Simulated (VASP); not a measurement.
The system is SiO2.

```
Si O
1.0
     0.03577    2.26417    2.26417
     2.26417    0.03577    2.26417
     2.29994    2.29994    0.00000
Si O
1 2
Cartesian
  0.0000 0.0000 0.0000
  1.1500 1.1500 1.1373
  3.4499 3.4499 3.3910
```

This cell differs from its parent crystal: shear xy strain +3.2%.

Base run:

| Quantity | Value |
| --- | --- |
| Program | VASP 6.6.1 |
| Functional | r2SCAN |
| Potentials or basis | VASP PAW PBE potentials, release 64 (Si, O) |
| Cutoff | 520 eV |
| k mesh | 10 × 10 × 10 |
| Occupations | gaussian, width 0.01 eV |
| Spin | no spin polarisation |

Its results: band gap on the k mesh 2.70 eV; pressure 0.8 GPa; largest force 0.003 eV/Å.

**Question.** The run is repeated on the same cell with these changes: functional from r2SCAN to PBE; occupations from gaussian, width 0.01 eV to fermi-dirac, width 0.02 eV. What comes out?

**Answer.** Band gap on the k mesh 2.08 eV; pressure 10.6 GPa; largest force 0.028 eV/Å.

Caveats: the PAW data sets were made with another functional, which shifts forces and pressure a little (at least some runs); the cell stands under pressure (at least some runs).

A k mesh can miss the band edges.
